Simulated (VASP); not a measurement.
# Al3P2 (P-6m2) in VASP: a series of runs

Runs on Al3P2. Level: PBE. Tasks: relaxation of cell and atoms.

All numbers are computed with VASP 6.6.1; they aren't measurements. Logs are shortened: lines on timing, memory, paths and dates and some standing lists are left out, and cuts for length are marked.

**1. The cell of the first run**

The structure is hexagonal, space group P-6m2 (No. 187). Conventional cell: a = 3.994 Å, b = 3.994 Å, c = 6.528 Å, α = 90.00°, β = 90.00°, γ = 120.00°. Al (site symmetry 3m) has 6 P at 2.70 to 2.97 Å and 5 Al at 2.79 to 3.73 Å within 3.8 Å. Al (site symmetry -6m2) has 3 P at 2.31 Å and 6 Al at 2.97 Å within 3.0 Å. Within 3.6 Å of P (site symmetry -6m2) lie 8 Al at 2.70 to 3.26 Å. Within 3.0 Å of P (site symmetry -6m2) lie 9 Al at 2.31 to 2.97 Å.

The cell was generated, and may not be a known phase.

**2. Relaxation of cell and atoms, PBE**

Contents of INCAR:

```
SYSTEM = Al3P2
PREC = Accurate ; ENCUT = 600
EDIFF = 1E-6 ; ISMEAR = 0
SIGMA = 0.1 ; LREAL = .False.
LASPH = .True. ; NELM = 100
ALGO = Normal ; ISIF = 3
LWAVE = .False. ; LCHARG = .False.
GGA = PE ; IBRION = 2
NSW = 100 ; EDIFFG = -0.01
```

Contents of KPOINTS:

```
regular mesh
0
Gamma
  12 12 6
  0 0 0
```

Contents of POSCAR:

```
Al3P2
1.0
    3.9935776384      0.0000000000      0.0000000000
   -1.9967888192      3.4585396868      0.0000000000
    0.0000000000      0.0000000000      6.5279867979
Al P
3 2
Direct
    0.0000000000      0.0000000000      0.7139429166
    0.0000000000      0.0000000000      0.2860570834
    0.6666666667      0.3333333333      0.0000000000
    0.6666666667      0.3333333333      0.5000000000
    0.3333333333      0.6666666667      0.0000000000
```

Potentials or basis: VASP PAW PBE potentials, release 64 (Al, P).

Launch:

```sh
$ cat potpaw_PBE.64/Al/POTCAR potpaw_PBE.64/P/POTCAR > POTCAR
$ mpirun -np 1 vasp_std > vasp.out
```

OUTCAR:

```text
SYSTEM = Al3P2
   PREC = Accurate
   ENCUT = 600
   EDIFF = 1E-6
   ISMEAR = 0
   LREAL = .False.
   LASPH = .True.
   NELM = 100
   ISIF = 3
   GGA = PE
   IBRION = 2
   NSW = 100
   EDIFFG = -0.01

 ion  position               nearest neighbor table
   1  0.000  0.000  0.714-   4 2.70   4 2.70   4 2.70   2 2.79   5 2.97   3 2.97   3 2.97   5 2.97
                             3 2.97   5 2.97
   2  0.000  0.000  0.286-   4 2.70   4 2.70   4 2.70   1 2.79   5 2.97   3 2.97   3 2.97   5 2.97
                             3 2.97   5 2.97
   3  0.667  0.333  0.000-   5 2.31   5 2.31   5 2.31   1 2.97   2 2.97   1 2.97   2 2.97   1 2.97
                             2 2.97
   4  0.667  0.333  0.500-   1 2.70   2 2.70   1 2.70   2 2.70   1 2.70   2 2.70
   5  0.333  0.667  0.000-   3 2.31   3 2.31   3 2.31   1 2.97   2 2.97   2 2.97   1 2.97   2 2.97
                             1 2.97

  LATTYP: Found a hexagonal cell.
 ALAT       =     3.9935776384
 C/A-ratio  =     1.6346212316

  Lattice vectors:

 A1 = (   3.9935776384,   0.0000000000,   0.0000000000)
 A2 = (  -1.9967888192,   3.4585396868,   0.0000000000)
 A3 = (   0.0000000000,   0.0000000000,   6.5279867979)

Analysis of symmetry for initial positions (statically):
=====================================================================
 Subroutine PRICEL returns:
 Original cell was already a primitive cell.

 Routine SETGRP: Setting up the symmetry group for a
 hexagonal supercell.

 Subroutine GETGRP returns: Found 12 space group operations
 (whereof 12 operations were pure point group operations)
 out of a pool of 24 trial point group operations.

The static configuration has the point symmetry D_3h.

Analysis of symmetry for dynamics (positions and initial velocities):
=====================================================================
 Subroutine PRICEL returns:
 Original cell was already a primitive cell.

 Routine SETGRP: Setting up the symmetry group for a
 hexagonal supercell.

 Subroutine GETGRP returns: Found 12 space group operations
 (whereof 12 operations were pure point group operations)
 out of a pool of 24 trial point group operations.

The dynamic configuration has the point symmetry D_3h.

 Subroutine INISYM returns: Found 12 space group operations
 (whereof 12 operations are pure point group operations),
 and found     1 'primitive' translations

----------------------------------------------------------------------------------------

                                     Primitive cell

  volume of cell :      90.1642

  direct lattice vectors                    reciprocal lattice vectors
     3.993577638  0.000000000  0.000000000     0.250402043  0.144569687  0.000000000
    -1.996788819  3.458539687  0.000000000     0.000000000  0.289139374  0.000000000
     0.000000000  0.000000000  6.527986798     0.000000000  0.000000000  0.153186584

  length of vectors
     3.993577638  3.993577638  6.527986798     0.289139374  0.289139374  0.153186584

  position of ions in fractional coordinates (direct lattice)
     0.000000000  0.000000000  0.713942917
     0.000000000  0.000000000  0.286057083
     0.666666667  0.333333333  0.000000000
     0.666666667  0.333333333  0.500000000
     0.333333333  0.666666667  0.000000000

  ion indices of the primitive-cell ions
   primitive index   ion index
                 1           1
                 2           2
                 3           3
                 4           4
                 5           5

----------------------------------------------------------------------------------------

 KPOINTS: regular mesh

Automatic generation of k-mesh.
 Grid dimensions read from file:
 generate k-points for:   12   12    6

 Generating k-lattice:

  Cartesian coordinates                     Fractional coordinates (reciprocal lattice)
     0.020866837  0.012047474  0.000000000     0.083333333  0.000000000  0.000000000
     0.000000000  0.024094948  0.000000000     0.000000000  0.083333333  0.000000000
     0.000000000  0.000000000  0.025531097     0.000000000  0.000000000  0.166666667

  Length of vectors
     0.024094948  0.024094948  0.025531097

  Shift w.r.t. Gamma in fractional coordinates (k-lattice)
     0.000000000  0.000000000  0.000000000

 Subroutine IBZKPT returns following result:
 ===========================================

 Found     76 irreducible k-points:

 Following reciprocal coordinates:
            Coordinates               Weight
  0.000000  0.000000  0.000000      1.000000
  0.083333  0.000000  0.000000      6.000000
  0.166667 -0.000000  0.000000      6.000000
  0.250000 -0.000000  0.000000      6.000000
  0.333333  0.000000  0.000000      6.000000
  0.416667  0.000000  0.000000      6.000000
[... 16 lines left out ...]
  0.250000 -0.000000  0.166667     12.000000
  0.333333  0.000000  0.166667     12.000000
 [... further k-points ...]
   k-points           NKPTS =     76   k-points in BZ     NKDIM =     76   number of bands    NBANDS=     13
   number of dos      NEDOS =    301   number of ions     NIONS =      5
   total plane-waves  NPLWV =  55296
   dimension x,y,z NGX =    32 NGY =   32 NGZ =   54
   dimension x,y,z NGXF=    64 NGYF=   64 NGZF=  108
   ions per type =               3   2
   NGX,Y,Z   is equivalent  to a cutoff of  13.32, 13.32, 13.75 a.u.
   NGXF,Y,Z  is equivalent  to a cutoff of  26.64, 26.64, 27.50 a.u.
 SYSTEM =  Al3P2
   PREC   = accura    normal or accurate (medium, high low for compatibility)
   ISTART =      0    job   : 0-new  1-cont  2-samecut
   ICHARG =      2    charge: 1-file 2-atom 10-const
   ISPIN  =      1    spin polarized calculation?
   LNONCOLLINEAR =      F non collinear calculations
   LSORBIT =      F    spin-orbit coupling
   LASPH  =      T    aspherical Exc in radial PAW
   ENCUT  =  600.0 eV  44.10 Ry    6.64 a.u.   7.98  7.98 13.04*2*pi/ulx,y,z
   NELM   =    100;   NELMIN=  2; NELMDL= -5     # of ELM steps
   EDIFF  = 0.1E-05   stopping-criterion for ELM
   LREAL  =      F    real-space projection
   EDIFFG = -.1E-01   stopping-criterion for IOM
   NSW    =    100    number of steps for IOM
   IBRION =      2    ionic relax: 0-MD 1-quasi-New 2-CG
   NFREE  =      1    steps in history (QN), initial steepest desc. (CG)
   ISIF   =      3    stress and relaxation
   ISYM   =      2    0-nonsym 1-usesym 2-fastsym
   POTIM  = 0.5000    time-step for ionic-motion
   TEBEG  =    0.0;   TEEND  =   0.0 temperature during run
   PSTRESS=    0.0 pullay stress
   NELECT =      19.0000    total number of electrons
   NUPDOWN=      -1.0000    fix difference up-down
   EMIN   =  10.00;   EMAX   =-10.00  energy-range for DOS
   EFERMI =   0.00;   METHOD = LEGACY
   ISMEAR =     0;   SIGMA  =   0.10  broadening in eV -4-tet -1-fermi 0-gaus
   EFERMI_NEDOS =   21; number of points for ismear=-14 and -15
   IALGO  =     38    algorithm
   IMIX   =      4    mixing-type and parameters
     AMIX     =   0.40;   BMIX     =  1.00
     AMIX_MAG =   1.60;   BMIX_MAG =  1.00
  volume/ion in A,a.u.               =      18.03       121.69
  Fermi-wavevector in a.u.,A,eV,Ry     =   0.974200  1.840970 12.912813  0.949065
  Thomas-Fermi vector in A             =   2.104640
   LORBIT       =      0    0 simple, 1 ext, 2 COOP (PROOUT), +10 PAW based schemes
   GGA     = PE    functional components
   LHFCALC =     F    Hartree Fock is set to
   AEXX    =    0.0000 exact exchange contribution
   IVDW    =     0    specifies the selected vdW correction
   LEPSILON=     F    determine dielectric tensor
   LRPA    =     F    only Hartree local field effects (RPA)
 conjugate gradient relaxation of ions
 non-spin polarized calculation
 Gauss-broadening in eV      SIGMA  =   0.10
  energy-cutoff  :      600.00
  volume of cell :       90.16
 maximum number of plane-waves:      3039
 NGX is ok and might be reduce to    32
   NGX = 15   NGY = 15   NGZ = 27

--------------------------------------- Ionic step        1  -------------------------------------------

 number of electron      19.0000000 magnetization

 Free energy of the ion-electron system (eV)
  ---------------------------------------------------
  ext. energy  EPLUGINS =         0.00000000
  ---------------------------------------------------
  free energy    TOTEN  =       -21.76072667 eV

  energy without entropy =      -21.74831608  energy(sigma->0) =      -21.75452137

------------------------ aborting loop because EDIFF is reached ----------------------------------------

  FORCE on cell =-STRESS in cart. coord.  units (eV):
  Direction    XX          YY          ZZ          XY          YZ          ZX
  --------------------------------------------------------------------------------------
  -------------------------------------------------------------------------------------
  Total       -0.0913193     -0.0913193      0.1141731      0.0000000     -0.0000000      0.0000000
  in kB       -1.6227035     -1.6227035      2.0288049      0.0000000     -0.0000000      0.0000000
  external PRESSURE =      -0.4055340 kB  Pullay stress =       0.0000000 kB
[... 98 lines left out ...]
  FREE ENERGIE OF THE ION-ELECTRON SYSTEM (eV)
  ---------------------------------------------------
  free  energy   TOTEN  =       -21.7612382827 eV

  energy  without entropy=      -21.7490248112  energy(sigma->0) =      -21.75513155

[... ionic steps 4 to 8 ...]

--------------------------------------- Ionic step        9  -------------------------------------------

 number of electron      18.9999999 magnetization

------------------------ aborting loop because EDIFF is reached ----------------------------------------
[... 73 lines left out ...]
--------------------------------------- Ionic step       11  -------------------------------------------

 number of electron      18.9999999 magnetization

 Free energy of the ion-electron system (eV)
  ---------------------------------------------------
  ext. energy  EPLUGINS =         0.00000000
  ---------------------------------------------------
  free energy    TOTEN  =       -21.76465309 eV

  energy without entropy =      -21.75368639  energy(sigma->0) =      -21.75916974

 E-fermi :   7.1601     XC(G=0):  -9.8866

 val. band max:        7.1347413107   @ k =   0.2500   0.0833   0.5000
 cond. band min:       7.1847996059   @ k =   0.4167   0.1667   0.1667
 fundamental gap:      0.0500582953
 Fermi energy:         7.1601019888

 k-point     1 :       0.0000    0.0000    0.0000
  band No.  band energies     occupation
      1      -6.1586      2.00000
      2      -4.3556      2.00000
      3      -0.4162      2.00000
      4       4.0762      2.00000
      5       4.0762      2.00000
      6       5.3244      2.00000
      7       5.3244      2.00000
      8       5.5549      2.00000
      9       5.5941      2.00000
     10       6.8773      1.99994
     11       8.3827      0.00000
     12       8.3827      0.00000
     13       9.8805      0.00000
[... 354 lines left out ...]
  band No.  band energies     occupation
      1      -5.0686      2.00000
      2      -3.7670      2.00000
      3       0.0036      2.00000
      4       1.0669      2.00000
      5       1.6151      2.00000
      6       2.9327      2.00000
      7       4.5690      2.00000
      8       4.6946      2.00000
      9       5.6024      2.00000
     10       6.6927      2.00000
     11       8.2175      0.00000
     12       8.8228      0.00000
     13       9.1921      0.00000

 [... further k-points ...]

------------------------ aborting loop because EDIFF is reached ----------------------------------------

  FORCE on cell =-STRESS in cart. coord.  units (eV):
  Direction    XX          YY          ZZ          XY          YZ          ZX
  --------------------------------------------------------------------------------------
  -------------------------------------------------------------------------------------
  Total       -0.0143056     -0.0143056      0.0258766      0.0000000      0.0000000     -0.0000000
  in kB       -0.2514265     -0.2514265      0.4547934      0.0000000      0.0000000     -0.0000000
  external PRESSURE =      -0.0160199 kB  Pullay stress =       0.0000000 kB
[... 20 lines left out ...]
  FREE ENERGIE OF THE ION-ELECTRON SYSTEM (eV)
  ---------------------------------------------------
  free  energy   TOTEN  =       -21.7646530893 eV

  energy  without entropy=      -21.7536863917  energy(sigma->0) =      -21.75916974

 reached required accuracy - stopping structural energy minimisation
```

Run time: 4.1 min. Hardware: 1 thread of AMD EPYC 9R45 (Zen 5), shared host; peak memory 0.25 GiB.

What came out:

| Quantity | Value |
| --- | --- |
| Free energy | -21.7647 eV |
| Relaxed volume | 18.23 Å³/atom |
| Relaxed cell | a = 3.967 Å, b = 3.967 Å, c = 6.688 Å, α = 90.00°, β = 90.00°, γ = 120.00° |
| Space group after relaxing (to 0.1 Å) | P-6m2 (No. 187) |
| Energy gained by relaxing | 0.8 meV/atom |
| Ionic steps | 11 |
| Pressure after relaxing | 0.0 GPa |
| Largest force after relaxing | 0.004 eV/Å |
| Band gap on the k mesh | zero (an odd number of electrons rules out a gap without spin polarisation) |

Forces on the atoms (eV/Å):
```
Al   0.000  0.000  0.004
Al   0.000  0.000 -0.004
Al   0.000  0.000  0.000
P    0.000  0.000  0.000
P    0.000  0.000  0.000
```

Step by step:
```tsv
step	energy change (eV)	largest force (eV/Å)	pressure (GPa)	volume (Å³)
1	0.0000	0.0106	-0.04	90.16
2	-0.0003	0.0211	0.05	90.10
3	-0.0005	0.0479	0.27	89.96
4	-0.0006	0.0505	0.26	89.99
5	-0.0009	0.0585	0.25	90.07
6	-0.0015	0.0744	0.24	90.23
7	-0.0022	0.1038	0.22	90.55
8	-0.0029	0.0848	0.09	90.78
9	-0.0036	0.0394	-0.19	91.32
10	-0.0039	0.0151	-0.08	91.23
11	-0.0039	0.0038	0.00	91.16
```

Final structure:
```yaml
crystal:
  lattice:
    - [3.96728, 0.00000, 0.00000]
    - [-1.98364, 3.43577, 0.00000]
    - [0.00000, 0.00000, 6.68787]
  atoms:
    - { symbol: Al, position: [0.00000, 0.00000, 0.70939] }
    - { symbol: Al, position: [0.00000, 0.00000, 0.29061] }
    - { symbol: Al, position: [0.66667, 0.33333, 0.00000] }
    - { symbol: P, position: [0.66667, 0.33333, 0.50000] }
    - { symbol: P, position: [0.33333, 0.66667, 0.00000] }
```

Levels at points of the mesh, in eV from the Fermi level:
```csv
k point,band 5,band 6,band 7,band 8,band 9,band 10,band 11,band 12,band 13
"(0.00, 0.00, 0.00)",-3.08,-1.84,-1.84,-1.61,-1.57,-0.28,1.22,1.22,2.72
"(0.50, 0.00, 0.00)",-4.98,-4.51,-4.41,-2.56,-1.64,-0.30,0.45,1.48,2.68
"(0.00, 0.00, 0.50)",-3.05,-3.05,-1.80,-1.80,-0.22,0.10,0.81,0.81,2.66
"(0.50, 0.00, 0.50)",-4.35,-3.29,-3.27,-2.98,-2.25,-1.70,0.60,0.61,3.47
```

**3. Relaxation of cell and atoms, PBE**

This run uses another cell than the first one, of 16.37 Å³/atom.

Contents of INCAR:

```
SYSTEM = Al3P2
  ALGO = Normal
  EDIFF = 1E-7
  EDIFFG = -0.01
  ENCUT = 600
  GGA = PE
  IBRION = 2
  ISIF = 3
  ISMEAR = 0
  LASPH = .TRUE.
  LCHARG = .FALSE.
  LREAL = .FALSE.
  LWAVE = .FALSE.
  NELM = 100
  NSW = 100
  PREC = Accurate
  SIGMA = 0.1
```

Contents of KPOINTS:

```
k-points
0
G
  12 12 8
  0 0 0
```

Contents of POSCAR:

```
Al3P2
1.0
    4.2538767800      0.0000000000      0.0000000000
   -2.1269383900      3.6839653600      0.0000000000
    0.0000000000      0.0000000000      5.2236065400
Al P
3 2
Direct
    0.0000000000      0.0000000000      0.7454000100
    0.0000000000      0.0000000000      0.2545999900
    0.6666666700      0.3333333300      0.0000000000
    0.6666666700      0.3333333300      0.5000000000
    0.3333333300      0.6666666700      0.0000000000
```

Potentials or basis: VASP PAW PBE potentials, release 64 (Al, P).

Launch:

```sh
$ cat potpaw_PBE.64/Al/POTCAR potpaw_PBE.64/P/POTCAR > POTCAR
$ mpirun -np 1 vasp_std > vasp.out
```

Wall time 18 min (1 thread of AMD EPYC 9R45 (Zen 5), shared host); peak memory 0.27 GiB.

It converged, with:

| Quantity | Value |
| --- | --- |
| Free energy | -21.7659 eV |
| Relaxed volume | 18.03 Å³/atom |
| Relaxed cell | a = 3.992 Å, b = 3.992 Å, c = 6.533 Å, α = 90.00°, β = 90.00°, γ = 120.00° |
| Space group after relaxing (to 0.1 Å) | P-6m2 (No. 187) |
| Energy gained by relaxing | 57.6 meV/atom |
| Ionic steps | 30 |
| Pressure after relaxing | 0.0 GPa |
| Band gap on the k mesh | zero (an odd number of electrons rules out a gap without spin polarisation) |

Forces in eV/Å, atoms in the order of the input:
```
Al   0.000  0.000 -0.002
Al   0.000  0.000  0.002
Al   0.000  0.000  0.000
P    0.000  0.000  0.000
P    0.000  0.000  0.000
```

The path:
```tsv
step	energy change (eV)	largest force (eV/Å)	pressure (GPa)	volume (Å³)
1	0.0000	0.2876	3.18	81.86
2	-0.0797	0.2243	-0.60	85.75
3	-0.0831	0.2200	-1.56	86.94
4	-0.1194	0.1957	-0.70	86.08
5	-0.1707	0.1286	1.71	84.02
6	-0.0136	0.1727	10.02	79.40
7	-0.1836	0.0564	3.05	83.10
8	-0.1829	0.0688	3.81	82.65
9	-0.1952	0.0958	3.85	82.90
10	-0.2167	0.0472	4.01	83.59
11	-0.2171	0.0448	4.70	84.77
12	-0.2646	0.0189	2.55	87.26
13	-0.2849	0.1241	-0.34	91.22
14	-0.2858	0.1062	0.10	90.56
15	-0.2857	0.1030	0.18	90.45
16	-0.2868	0.0613	0.15	90.43
17	-0.2876	0.0232	0.09	90.38
18	-0.2877	0.0182	0.01	90.47
19	-0.2877	0.0116	-0.09	90.58
20	-0.2877	0.0144	-0.05	90.53
21	-0.2877	0.0106	-0.04	90.51
22	-0.2878	0.0008	-0.03	90.45
23	-0.2878	0.0235	-0.01	90.32
24	-0.2878	0.0231	-0.01	90.31
25	-0.2879	0.0218	0.00	90.26
26	-0.2879	0.0195	0.01	90.16
27	-0.2879	0.0155	0.03	89.96
28	-0.2880	0.0176	0.02	90.08
29	-0.2880	0.0113	0.00	90.11
30	-0.2880	0.0022	-0.02	90.14
```

Final structure:
```
Al P
1.0
     3.99169    0.00000    0.00000
    -1.99585    3.45691    0.00000
     0.00000    0.00000    6.53260
Al P
3 2
Direct
  0.00000 0.00000 0.71374
  0.00000 0.00000 0.28626
  0.66667 0.33333 0.00000
  0.66667 0.33333 0.50000
  0.33333 0.66667 0.00000
```

Levels at points of the mesh, in eV from the Fermi level:
```tsv
k point	band 6	band 7	band 8	band 9	band 10	band 11	band 12	band 13
(0.00, 0.00, 0.00)	-1.89	-1.89	-1.53	-1.34	-0.44	1.09	1.09	2.98
(0.50, 0.00, 0.00)	-4.59	-4.39	-2.50	-1.77	-0.20	0.49	1.41	3.00
(0.00, 0.00, 0.50)	-3.09	-1.84	-1.84	-0.33	0.00	0.60	0.60	2.58
(0.50, 0.00, 0.50)	-3.28	-3.24	-3.00	-2.14	-1.55	0.61	0.74	3.60
```

Caveat: a cell axis changed by over 15 % at a fixed basis, so the end point is rough.

The gap in the log of VASP goes by the Fermi energy; the results here count the filled bands.